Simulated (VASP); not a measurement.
Crystal: GdAg.

```
CELL_PARAMETERS angstrom
3.65300 0.00000 0.00000
0.00000 3.65300 0.00000
0.00000 0.00000 3.65300
ATOMIC_POSITIONS crystal
Gd 0.50000 0.50000 0.50000
Ag 0.00000 0.00000 0.00000
```

Base run:

- Program: VASP 6.6.1
- Functional: r2SCAN
- Potentials or basis: VASP PAW PBE potentials, release 64 (Gd, Ag)
- Cutoff: 520 eV
- k mesh: 6 × 6 × 6
- Occupations: fermi-dirac, width 0.15 eV
- Spin: collinear spin, ferromagnetic start
- Starting moments: [4.9, 0.0] μB

Its results: pressure 0.3 GPa; net moment 7.56 μB per cell; site moments Gd +6.94; Ag +0.03 μB.

After a change of settings the same cell gave: pressure 0.2 GPa; net moment 7.44 μB per cell; site moments Gd +6.91; Ag +0.00 μB. Which change was it?
A. k mesh from 6 × 6 × 6 to 4 × 4 × 4
B. k mesh from 6 × 6 × 6 to 3 × 3 × 3
C. k mesh from 6 × 6 × 6 to 2 × 2 × 2
D. k mesh from 6 × 6 × 6 to 5 × 5 × 5

D.

Caveats: the PAW data sets were made with another functional, which shifts forces and pressure a little.
